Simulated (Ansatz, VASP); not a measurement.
# Two plane-wave programs on H7C2SN

```
CELL_PARAMETERS angstrom
2.58839 -4.65258 0.01539
2.58839 4.65258 0.01539
-1.60447 0.00000 8.59193
ATOMIC_POSITIONS crystal
H 0.98553 0.16131 0.57396
H 0.16131 0.98553 0.07396
H 0.18850 0.25046 0.41704
H 0.25046 0.18850 0.91704
H 0.89656 0.70756 0.29793
H 0.70756 0.89656 0.79793
H 0.69168 0.61648 0.45538
H 0.61648 0.69168 0.95538
H 0.51683 0.93323 0.39414
H 0.93323 0.51683 0.89414
H 0.42149 0.67685 0.23330
H 0.67685 0.42149 0.73330
H 0.72090 0.03572 0.23943
H 0.03572 0.72090 0.73943
C 0.07459 0.07565 0.48948
C 0.07565 0.07459 0.98948
C 0.81641 0.79503 0.38670
C 0.79503 0.81641 0.88670
S 0.33993 0.00418 0.59139
S 0.00418 0.33993 0.09139
N 0.60634 0.86475 0.30745
N 0.86475 0.60634 0.80745
```

Alike in both runs: functional PBE; dispersion D3(BJ); k mesh 4 × 4 × 4; occupations gaussian, width 0.02 eV; no spin polarisation.

Ansatz relaxed the structure, and its values are those at the end. VASP's run is a single point on that final structure, the one shown.

```csv
,VASP,Ansatz
version,VASP 6.6.1,Ansatz 0.2.0
potentials or method,"VASP PAW PBE potentials, release 64 (H, C, S, N), cutoff 520 eV","scalar-relativistic, plane waves, PAW"
valence electrons in the cell,52,52
```

|  | VASP | Ansatz | Ansatz less VASP |
| --- | --- | --- | --- |
| gap on the k mesh at the Fermi level (eV) | 3.74 | 3.73 | -0.014 |
| least direct gap on the mesh (eV) | 3.74 | 3.73 | -0.014 |
| pressure (GPa) | -0.2 | 0.0 | +0.14 |
| rms of the force components (eV/Å) | 0.024 | 0.004 | -0.0197 |
